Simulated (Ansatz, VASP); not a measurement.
## Two plane-wave programs on K3Te2

```xyz
5
Lattice="9.9385 0.0000 0.0000 -4.9692 8.6070 0.0000 0.0000 0.0000 3.8967" Properties=species:S:1:pos:R:3 pbc="T T T"
K     4.9692    0.0000    2.1120
K    -2.4846    4.3035    2.1120
K     2.4846    4.3035    2.1120
Te    4.9692    2.8690    0.1636
Te    0.0000    5.7380    0.1636
```

Alike in both runs: functional PBE; k mesh 3 × 3 × 4; occupations gaussian, width 0.1 eV; no spin polarisation.

Ansatz relaxed the structure, and its values are those at the end. VASP's run is a single point on that final structure, the one shown.

```csv
,VASP,Ansatz
version,VASP 6.6.1,Ansatz 0.2.0
potentials or method,"VASP PAW PBE potentials, release 64 (K_sv, Te), cutoff 520 eV","scalar-relativistic, plane waves, PAW"
valence electrons in the cell,39,59
```

```tsv
	VASP	Ansatz	Ansatz less VASP
gap on the k mesh at the Fermi level (eV)	none	none	-
pressure (GPa)	0.0	0.0	-0.01
```

A gap of «none» marks a metal or a gap that the smearing closes. VASP's potentials hold 39 valence electrons a cell and Ansatz's 59, so a difference there can come from the potentials and not from the codes.

The k mesh is coarse, so the values compare programs but aren't converged. Neither program's run includes spin-orbit coupling.
